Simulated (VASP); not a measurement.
Here is a VASP 6.6.1 calculation.

INCAR

```
ALGO     = Normal         # electronic algorithm
EDIFF    = 1E-6           # SCF threshold, eV
ENCUT    = 520            # plane-wave cutoff, eV
ISIF     = 2              # what is computed and relaxed
ISMEAR   = 0              # smearing method
LASPH    = T              # aspherical terms in the spheres
LCHARG   = T              # write CHGCAR
LELF     = T              # ELF
LREAL    = F              # projectors in reciprocal space
LVHAR    = T            
LWAVE    = F              # write WAVECAR
NBANDS   = 18             # bands
NELM     = 60             # most SCF steps
PREC     = Accurate       # precision mode
SIGMA    = 0.05           # smearing width, eV
```

KPOINTS

```
k-points
0
Gamma
  12 12 6
```

Contents of POSCAR:

```
NiO2
1.0
    2.8940625823      0.0000000000      0.0000000000
   -1.4470312911      2.5063317164      0.0000000000
    0.0000000000      0.0000000000      3.8331858902
Ni O
1 2
Direct
    0.0000000000      0.0000000000      0.5000000000
    0.6666666667      0.3333333333      0.7305104846
    0.3333333333      0.6666666667      0.2694895154
```

Potentials or basis: VASP PAW LDA potentials, release 64 (Ni, O).

Command:

```sh
$ cat potpaw_LDA.64/Ni/POTCAR potpaw_LDA.64/O/POTCAR > POTCAR
$ mpirun -np 1 vasp_std > vasp.out
```

(1) Estimate the pressure.

(2) Estimate the largest force.

Results:

(1) -14.4 GPa.

(2) 0.409 eV/Å.
